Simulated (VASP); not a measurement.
Runs of VASP 6.6.1 on Mg. The structure is that of space group Fm-3m (No. 225), or close to it. The cells are those of the table. 

```csv
task,cell,k mesh for the DOS,occupations for the DOS,gap on the mesh (eV),pressure (GPa)
single point,"a = 3.026 Å, angles 60.0°, 1 atom",-,-,none,(b)
single point,"a = 2.644 Å, angles 60.0°, 1 atom",-,-,none,53.9
single point,"a = 2.310 Å, angles 60.0°, 1 atom",-,-,none,211.8
single point,"a = 2.910 Å, angles 60.0°, 1 atom",-,-,none,13.1
single point,"a = 2.783 Å, angles 60.0°, 1 atom",-,-,none,(a)
```

Alike in all rows: level LDA; potentials or basis VASP PAW LDA potentials, release 64 (Mg); no spin polarisation; k mesh 16 × 16 × 16; cutoff (eV) 520; smearing fermi-dirac 0.05 eV.

Estimate the missing entries.

(a) 27.7; (b) 4.7.

A gap of «none» marks levels without a gap at the run's occupations.
